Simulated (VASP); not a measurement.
A run of VASP 6.6.1 is set up as follows.

File INCAR:

```
SYSTEM = Zn
PREC     = Accurate       ! precision mode
ENCUT    = 500            ! plane-wave cutoff, eV
EDIFF    = 1E-7           ! SCF threshold, eV
ISMEAR   = -1             ! smearing method
SIGMA    = 0.05           ! smearing width, eV
LREAL    = .False.        ! projectors in reciprocal space
LASPH    = .True.         ! aspherical terms in the spheres
NELM     = 120            ! most SCF steps
ALGO     = Normal         ! electronic algorithm
ISIF     = 3              ! what is computed and relaxed
LWAVE    = .False.        ! write WAVECAR
LCHARG   = .False.        ! write CHGCAR
GGA      = PE             ! functional
IBRION   = 2              ! ionic algorithm
NSW      = 50             ! ionic steps
EDIFFG   = -0.01          ! ionic threshold
PSTRESS  = 100.0        
GGA_COMPAT= .False.      
NELMIN   = 4
```

Contents of KPOINTS:

```
regular mesh
0
Gamma
  10 10 10
  0 0 0
```

File POSCAR:

```
Zn
1.0
   -1.5650000000      1.5650000000      1.5650000000
    1.5650000000     -1.5650000000      1.5650000000
    1.5650000000      1.5650000000     -1.5650000000
Zn
1
Direct
    0.0000000000      0.0000000000      0.0000000000
```

Potentials or basis: VASP PAW PBE potentials, release 64 (Zn).

Launch:

```sh
$ cat potpaw_PBE.64/Zn/POTCAR > POTCAR
$ mpirun -np 1 vasp_std > vasp.out
```

Task: Predict the band gap on the k mesh.

Result: Zero (bands 6 and 7 overlap by 5.16 eV).

Task: Predict the relaxed cell.

Result: a = 2.619 Å, b = 2.619 Å, c = 2.619 Å, α = 109.47°, β = 109.47°, γ = 109.47°.

Task: Predict the space group after relaxing (to 0.1 Å).

Result: Im-3m (No. 229).

Task: What does it give for the relaxed volume?

Result: 13.83 Å³/atom.

Final structure:
```
Zn
1.0
    -1.51217    1.51217    1.51217
     1.51217   -1.51217    1.51217
     1.51217    1.51217   -1.51217
Zn
1
Cartesian
  0.0000 0.0000 0.0000
```

Caveat: the cell is relaxed towards a set pressure, so the run minimises the enthalpy, not the energy.
